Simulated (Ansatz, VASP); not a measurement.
**MgZnO4 in VASP and in Ansatz**

```xyz
6
Lattice="0.0000 3.7233 3.7233 3.7233 0.0000 3.7233 3.7233 3.7233 0.0000" Properties=species:S:1:pos:R:3 pbc="T T T"
Mg    0.0000    0.0000    0.0000
Zn    3.7233    3.7233    3.7233
O     4.8326    4.8326    6.3373
O     4.8326    6.3373    4.8326
O     6.3373    4.8326    4.8326
O     6.3373    6.3373    6.3373
```

Alike in both runs: task single point; functional PBE; k mesh 10 × 10 × 10; occupations gaussian, width 0.1 eV; collinear spin.

|  | VASP | Ansatz |
| --- | --- | --- |
| version | VASP 6.6.1 | Ansatz 0.2.0 |
| potentials or method | VASP PAW PBE potentials, release 64 (Mg, Zn, O), cutoff 520 eV | scalar-relativistic, plane waves, PAW |
| valence electrons in the cell | 38 | 46 |

|  | VASP | Ansatz | Ansatz less VASP |
| --- | --- | --- | --- |
| gap on the k mesh at the Fermi level (eV) | none | none | - |
| pressure (GPa) | -0.2 | 0.0 | +0.15 |
| rms of the force components (eV/Å) | 0.004 | 0.005 | +0.0017 |
| net moment per atom (μB) | 0.76 | 0.76 | -0.001 |
| size of the moment on the site where the two differ most (μB) | 1.00 | 1.04 | +0.040 |

Site moments also hang on the region over which each program counts them. Atom by atom the forces differ by 0.009 eV/Å (rms over components). A gap of «none» marks a metal or a gap that the smearing closes. The functional is the same, so the differences come from potentials, cutoffs and numerics. VASP's potentials hold 38 valence electrons a cell and Ansatz's 46, so a difference there can come from the potentials and not from the codes. Ansatz's warnings: stability check not made.
